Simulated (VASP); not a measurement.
# CuSi16 (a cell with a defect) in VASP: single point with PBEsol

Aim: the single point of CuSi16 (a cell with a defect) with PBEsol.

All numbers are computed with VASP 6.6.1; they aren't measurements. Logs are shortened: lines on timing, memory, paths and dates and some standing lists are left out, and cuts for length are marked.

## (1) The cell of the first run

The cell holds a defect, 17 atoms: a = 7.679 Å, b = 7.679 Å, c = 7.679 Å, α = 60.00°, β = 60.00°, γ = 60.00°.

## (2) Single point, PBEsol, collinear spin, zero start

INCAR

```
SYSTEM = CuSi16
  ALGO = Normal
  EDIFF = 1E-6
  ENCUT = 520
  GGA = PS
  ISIF = 2
  ISMEAR = -1
  ISPIN = 2
  LASPH = .True.
  LCHARG = .False.
  LMAXMIX = 4
  LORBIT = 11
  LREAL = Auto
  LWAVE = .False.
  MAGMOM = 0 0 0 0 0 0 0 0 0 0 0 0 0 0 0 0 0
  NBANDS = 56
  NELM = 150
  PREC = Accurate
  SIGMA = 0.02
```

KPOINTS

```
k-points
0
Gamma
  2 2 2
  0 0 0
```

POSCAR

```
CuSi16
1.0
    0.0000000000      5.4300000000      5.4300000000
    5.4300000000      0.0000000000      5.4300000000
    5.4300000000      5.4300000000      0.0000000000
Si Cu
16 1
Direct
   -0.0049732965      0.0139758748     -0.0050399632
    0.1279610497      0.1219680479      0.1278984346
    0.0069383978     -0.0047253223      0.5022798343
    0.1286198895      0.1329491713      0.6172027624
   -0.0049556169      0.4958165746     -0.0050121547
    0.1056981584      0.6442176796      0.1056429098
    0.0034106814      0.5102077348      0.4759268877
    0.1285967772      0.6209951197      0.6172238490
    0.5023426335     -0.0047221915      0.0068761510
    0.6172681400      0.1329541436      0.1285530387
    0.5030565378      0.0033263352      0.5029895028
    0.6325261510      0.1173994475      0.6324640884
    0.4759830571      0.5102128913      0.0033482505
    0.6172797422      0.6209981584      0.1285373849
    0.5030399632      0.4904335175      0.5029808471
    0.6207940147      0.6291315838      0.6207323204
    0.8519935543      0.3980320442      0.8519366483
```

Potentials or basis: VASP PAW PBE potentials, release 64 (Si, Cu).

Launch:

```
cat potpaw_PBE.64/Si/POTCAR potpaw_PBE.64/Cu/POTCAR > POTCAR
mpirun -np 1 vasp_std > vasp.out
```

OUTCAR:

```text
SYSTEM = CuSi16
   EDIFF = 1E-6
   ENCUT = 520
   GGA = PS
   ISIF = 2
   ISMEAR = -1
   ISPIN = 2
   LASPH = .True.
   LORBIT = 11
   LREAL = Auto
   NELM = 150
   PREC = Accurate

 ion  position               nearest neighbor table
   1  0.995  0.014  0.995-   6 2.32   2 2.35   4 2.37  10 2.37  17 2.42
   2  0.128  0.122  0.128-   5 2.35   1 2.35   3 2.35   9 2.35
   3  0.007  0.995  0.502-   2 2.35  12 2.35   4 2.35   8 2.35
   4  0.129  0.133  0.617-   3 2.35  11 2.35   7 2.37   1 2.37  17 2.72
   5  0.995  0.496  0.995-   6 2.32   2 2.35   8 2.37  14 2.37  17 2.42
   6  0.106  0.644  0.106-   5 2.32   1 2.32   7 2.33  13 2.33
   7  0.003  0.510  0.476-   6 2.33  17 2.36   4 2.37   8 2.37  16 2.40
   8  0.129  0.621  0.617-   3 2.35  15 2.35   7 2.37   5 2.37  17 2.72
   9  0.502  0.995  0.007-   2 2.35  12 2.35  10 2.35  14 2.35
  10  0.617  0.133  0.129-   9 2.35  11 2.35  13 2.37   1 2.37  17 2.72
  11  0.503  0.003  0.503-  12 2.34  16 2.35  10 2.35   4 2.35
  12  0.633  0.117  0.632-  11 2.34  15 2.34   9 2.35   3 2.35
  13  0.476  0.510  0.003-   6 2.33  17 2.36  10 2.37  14 2.37  16 2.40
  14  0.617  0.621  0.129-   9 2.35  15 2.35  13 2.37   5 2.37  17 2.72
  15  0.503  0.490  0.503-  12 2.34  16 2.35   8 2.35  14 2.35
  16  0.621  0.629  0.621-  11 2.35  15 2.35  13 2.40   7 2.40  17 2.51
  17  0.852  0.398  0.852-   7 2.36  13 2.36   5 2.42   1 2.42  16 2.51   8 2.72  14 2.72  10 2.72
                             4 2.72

  LATTYP: Found a face centered cubic cell.
 ALAT       =    10.8600000000

  Lattice vectors:

 A1 = (   0.0000000000,   5.4300000000,   5.4300000000)
 A2 = (   5.4300000000,   0.0000000000,   5.4300000000)
 A3 = (   5.4300000000,   5.4300000000,   0.0000000000)

Analysis of symmetry for initial positions (statically):
=====================================================================
 Subroutine PRICEL returns:
 Original cell was already a primitive cell.

 Routine SETGRP: Setting up the symmetry group for a
 face centered cubic supercell.

 Subroutine GETGRP returns: Found  1 space group operations
 (whereof  1 operations were pure point group operations)
 out of a pool of 48 trial point group operations.

The static configuration has the point symmetry C_1 .

Analysis of symmetry for dynamics (positions and initial velocities):
=====================================================================
 Subroutine PRICEL returns:
 Original cell was already a primitive cell.

 Routine SETGRP: Setting up the symmetry group for a
 face centered cubic supercell.

 Subroutine GETGRP returns: Found  1 space group operations
 (whereof  1 operations were pure point group operations)
 out of a pool of 48 trial point group operations.

The dynamic configuration has the point symmetry C_1 .

Analysis of structural, dynamic, and magnetic symmetry:
=====================================================================
 Subroutine PRICEL returns:
 Original cell was already a primitive cell.

 Routine SETGRP: Setting up the symmetry group for a
 face centered cubic supercell.

 Subroutine GETGRP returns: Found  1 space group operations
 (whereof  1 operations were pure point group operations)
 out of a pool of 48 trial point group operations.

The overall configuration has the point symmetry C_1 .

 Subroutine INISYM returns: Found  1 space group operations
 (whereof  1 operations are pure point group operations),
 and found     1 'primitive' translations

----------------------------------------------------------------------------------------

                                     Primitive cell

  volume of cell :     320.2060

  direct lattice vectors                    reciprocal lattice vectors
     0.000000000  5.430000000  5.430000000    -0.092081031  0.092081031  0.092081031
     5.430000000  0.000000000  5.430000000     0.092081031 -0.092081031  0.092081031
     5.430000000  5.430000000  0.000000000     0.092081031  0.092081031 -0.092081031

  length of vectors
     7.679179644  7.679179644  7.679179644     0.159489025  0.159489025  0.159489025

  position of ions in fractional coordinates (direct lattice)
     0.995026704  0.013975875  0.994960037
     0.127961050  0.121968048  0.127898435
     0.006938398  0.995274678  0.502279834
     0.128619890  0.132949171  0.617202762
     0.995044383  0.495816575  0.994987845
     0.105698158  0.644217680  0.105642910
[... 75 lines left out ...]
   NGXF,Y,Z  is equivalent  to a cutoff of  25.98, 25.98, 25.98 a.u.
 SYSTEM =  CuSi16
   PREC   = accura    normal or accurate (medium, high low for compatibility)
   ISTART =      0    job   : 0-new  1-cont  2-samecut
   ICHARG =      2    charge: 1-file 2-atom 10-const
   ISPIN  =      2    spin polarized calculation?
   LNONCOLLINEAR =      F non collinear calculations
   LSORBIT =      F    spin-orbit coupling
   LASPH  =      T    aspherical Exc in radial PAW
   ENCUT  =  520.0 eV  38.22 Ry    6.18 a.u.  14.28 14.28 14.28*2*pi/ulx,y,z
   NELM   =    150;   NELMIN=  2; NELMDL= -5     # of ELM steps
   EDIFF  = 0.1E-05   stopping-criterion for ELM
   LREAL  =      T    real-space projection
   EDIFFG = 0.1E-04   stopping-criterion for IOM
   NSW    =      0    number of steps for IOM
   IBRION =     -1    ionic relax: 0-MD 1-quasi-New 2-CG
   NFREE  =      0    steps in history (QN), initial steepest desc. (CG)
   ISIF   =      2    stress and relaxation
   ISYM   =      2    0-nonsym 1-usesym 2-fastsym
   POTIM  = 0.5000    time-step for ionic-motion
   TEBEG  =    0.0;   TEEND  =   0.0 temperature during run
   PSTRESS=    0.0 pullay stress
   NELECT =      75.0000    total number of electrons
   NUPDOWN=      -1.0000    fix difference up-down
   EMIN   =  10.00;   EMAX   =-10.00  energy-range for DOS
   EFERMI =   0.00;   METHOD = LEGACY
   ISMEAR =    -1;   SIGMA  =   0.02  broadening in eV -4-tet -1-fermi 0-gaus
   EFERMI_NEDOS =   21; number of points for ismear=-14 and -15
   IALGO  =     38    algorithm
   IMIX   =      4    mixing-type and parameters
     AMIX     =   0.40;   BMIX     =  1.00
     AMIX_MAG =   1.60;   BMIX_MAG =  1.00
  volume/ion in A,a.u.               =      18.84       127.11
  Fermi-wavevector in a.u.,A,eV,Ry     =   1.009142  1.907001 13.855720  1.018367
  Thomas-Fermi vector in A             =   2.142052
   LORBIT       =     11    0 simple, 1 ext, 2 COOP (PROOUT), +10 PAW based schemes
   GGA     = PS    functional components
   LHFCALC =     F    Hartree Fock is set to
   AEXX    =    0.0000 exact exchange contribution
   IVDW    =     0    specifies the selected vdW correction
   LEPSILON=     F    determine dielectric tensor
   LRPA    =     F    only Hartree local field effects (RPA)
 spin polarized calculation
  energy-cutoff  :      520.00
  volume of cell :      320.21
 maximum number of plane-waves:      8646
 NGX is ok and might be reduce to    60
   NGX = 29   NGY = 29   NGZ = 29

 number of electron      74.9999998 magnetization       0.0002444

 number of electron      74.9999998 magnetization      -0.0009535

 Free energy of the ion-electron system (eV)
  ---------------------------------------------------
  ext. energy  EPLUGINS =         0.00000000
  ---------------------------------------------------
  free energy    TOTEN  =       -93.40574957 eV

  energy without entropy =      -93.38492593  energy(sigma->0) =      -93.39533775

 E-fermi :   6.7689     XC(G=0):  -9.8128

 val. band max:        6.7449190266   @ k =   0.0000   0.0000   0.5000
 cond. band min:       6.7695687079   @ k =   0.0000   0.0000   0.0000
 fundamental gap:      0.0246496813
 Fermi energy:         6.7688540563

 spin component 1

 k-point     1 :       0.0000    0.0000    0.0000
  band No.  band energies     occupation
      1      -6.0064      1.00000
      2      -3.6055      1.00000
      3      -3.6018      1.00000
      4      -3.5811      1.00000
      5      -3.5650      1.00000
      6      -2.0932      1.00000
[... 405 lines left out ...]
     48      10.3493      0.00000
     49      10.3544      0.00000
 Fermi energy:         6.7688540563

 spin component 2

 k-point     1 :       0.0000    0.0000    0.0000
  band No.  band energies     occupation
      1      -6.0065      1.00000
      2      -3.6056      1.00000
      3      -3.6018      1.00000
      4      -3.5812      1.00000
      5      -3.5650      1.00000
      6      -2.0933      1.00000
[... 405 lines left out ...]
     48      10.3492      0.00000
     49      10.3544      0.00000
 [bands above 49 left out]

------------------------ aborting loop because EDIFF is reached ----------------------------------------

  FORCE on cell =-STRESS in cart. coord.  units (eV):
  Direction    XX          YY          ZZ          XY          YZ          ZX
  --------------------------------------------------------------------------------------
  -------------------------------------------------------------------------------------
  Total        4.3094598      4.0815498      4.3088800      0.0079760      0.0067227      0.2122161
  in kB       21.5627394     20.4223726     21.5598384      0.0399087      0.0336376      1.0618409
  external PRESSURE =      21.1816501 kB  Pullay stress =       0.0000000 kB

 VOLUME and BASIS-vectors are now :
 -----------------------------------------------------------------------------
  energy-cutoff  :      520.00
  volume of cell :      320.21
      direct lattice vectors                 reciprocal lattice vectors
     0.000000000  5.430000000  5.430000000    -0.092081031  0.092081031  0.092081031
     5.430000000  0.000000000  5.430000000     0.092081031 -0.092081031  0.092081031
     5.430000000  5.430000000  0.000000000     0.092081031  0.092081031 -0.092081031

 POSITION                                       TOTAL-FORCE (eV/Angst)
 -----------------------------------------------------------------------------------
      5.47852     10.80563      5.47888        -0.023921      0.024525     -0.024325
      1.35677      1.38932      1.35711        -0.000031     -0.012353     -0.000097
      8.13172      2.76506      5.44202         0.008592     -0.025300     -0.009445
      4.07332      4.04982      1.42032        -0.010632     -0.003401     -0.015908
      8.09507     10.80588      8.09538         0.024110      0.025417      0.023885
      4.07174      1.14758      4.07204         0.000319      0.025957      0.000395
[... 9 lines left out ...]
      6.78676      6.74149      6.78710        -0.000594     -0.022515     -0.000139
      6.78733      9.25234      6.78764         0.000208      0.013800      0.000099
 -----------------------------------------------------------------------------------
    total drift:                               -0.003144      0.001639     -0.001561

  FREE ENERGIE OF THE ION-ELECTRON SYSTEM (eV)
  ---------------------------------------------------
  free  energy   TOTEN  =       -93.4057495687 eV

  energy  without entropy=      -93.3849259290  energy(sigma->0) =      -93.39533775

 total charge

# of ion       s       p       d       tot
------------------------------------------
    1        0.733   0.966   0.000   1.698
    2        0.742   0.947   0.000   1.690
    3        0.743   0.951   0.000   1.694
    4        0.738   0.944   0.000   1.681
    5        0.732   0.966   0.000   1.698
    6        0.776   0.934   0.000   1.710
[... 9 lines left out ...]
   16        0.736   0.946   0.000   1.681
   17        0.478   0.421   9.219  10.118
--------------------------------------------------
tot         12.326  15.632   9.219  37.177

 magnetization (x)

# of ion       s       p       d       tot
------------------------------------------
    1       -0.000  -0.000   0.000  -0.000
    2       -0.000  -0.000   0.000  -0.000
    3       -0.000  -0.000   0.000  -0.000
    4       -0.000  -0.000   0.000  -0.000
    5       -0.000  -0.000   0.000  -0.000
    6       -0.000  -0.000   0.000  -0.000
[... 9 lines left out ...]
   16       -0.000   0.000   0.000  -0.000
   17       -0.000  -0.000  -0.000  -0.000
--------------------------------------------------
tot         -0.000  -0.000  -0.000  -0.000
```

Wall time 12 min (1 thread of Intel Xeon Platinum 8375C at 2.90GHz (Ice Lake), shared host); peak memory 0.72 GiB.

What came out:

- Free energy: -93.4057 eV
- Pressure: 2.1 GPa
- Largest force: 0.042 eV/Å
- Net moment: 0.00 μB per cell
- Valence electrons inside the program's atomic spheres: Si 1.70, 1.69, 1.68, 1.71 (each value once); Cu 10.12

Forces in eV/Å, atoms in the order of the input:
```
Si  -0.024  0.025 -0.024
Si   0.000 -0.012  0.000
Si   0.009 -0.025 -0.009
Si  -0.011 -0.003 -0.016
Si   0.024  0.025  0.024
Si   0.000  0.026  0.000
Si  -0.002  0.018  0.003
Si   0.016 -0.003  0.011
Si  -0.010 -0.025  0.009
Si  -0.016 -0.003 -0.010
Si   0.008 -0.005  0.008
Si   0.000 -0.016  0.000
Si   0.003  0.018 -0.002
Si   0.011 -0.003  0.016
Si  -0.008 -0.006 -0.008
Si  -0.001 -0.023  0.000
Cu   0.000  0.014  0.000
```

Levels at points of the mesh, in eV from the Fermi level:
Spin up:
```csv
k point,band 34,band 35,band 36,band 37,band 38,band 39,band 40,band 41
"(0.00, 0.00, 0.00)",-1.28,-1.13,-0.61,-0.53,-0.46,0.00,0.03,0.04
"(0.50, 0.00, 0.00)",-1.34,-1.34,-1.19,-1.17,-0.02,0.63,0.79,0.79
"(0.00, 0.50, 0.00)",-1.33,-1.33,-1.19,-1.06,0.02,0.49,0.74,0.79
"(0.00, 0.00, 0.50)",-1.34,-1.34,-1.19,-1.17,-0.02,0.63,0.79,0.79
"(0.50, 0.50, 0.50)",-1.33,-1.33,-1.19,-1.06,0.02,0.49,0.74,0.79
"(0.50, 0.50, 0.00)",-1.94,-1.91,-1.88,-1.42,0.15,0.51,1.50,1.51
"(0.00, 0.50, 0.50)",-1.94,-1.91,-1.88,-1.42,0.15,0.51,1.50,1.51
"(0.50, 0.00, 0.50)",-1.96,-1.89,-1.87,-1.37,0.12,0.52,1.47,1.53
```
Spin down:
```
           k point  band 35  band 36  band 37  band 38  band 39  band 40
(0.00, 0.00, 0.00)    -1.13    -0.61    -0.53    -0.46     0.00     0.03
(0.50, 0.00, 0.00)    -1.34    -1.19    -1.17    -0.02     0.63     0.79
(0.00, 0.50, 0.00)    -1.33    -1.19    -1.06     0.02     0.49     0.74
(0.00, 0.00, 0.50)    -1.34    -1.19    -1.17    -0.02     0.63     0.79
(0.50, 0.50, 0.50)    -1.33    -1.19    -1.06     0.02     0.49     0.74
(0.50, 0.50, 0.00)    -1.91    -1.88    -1.42     0.15     0.51     1.50
(0.00, 0.50, 0.50)    -1.91    -1.88    -1.42     0.15     0.51     1.50
(0.50, 0.00, 0.50)    -1.89    -1.87    -1.37     0.12     0.52     1.47
```

Caveat: the k points lie up to 0.50 Å⁻¹ apart; no moment was typed at the start, so none could form; the PAW data sets were made with another functional, which shifts forces and pressure a little.
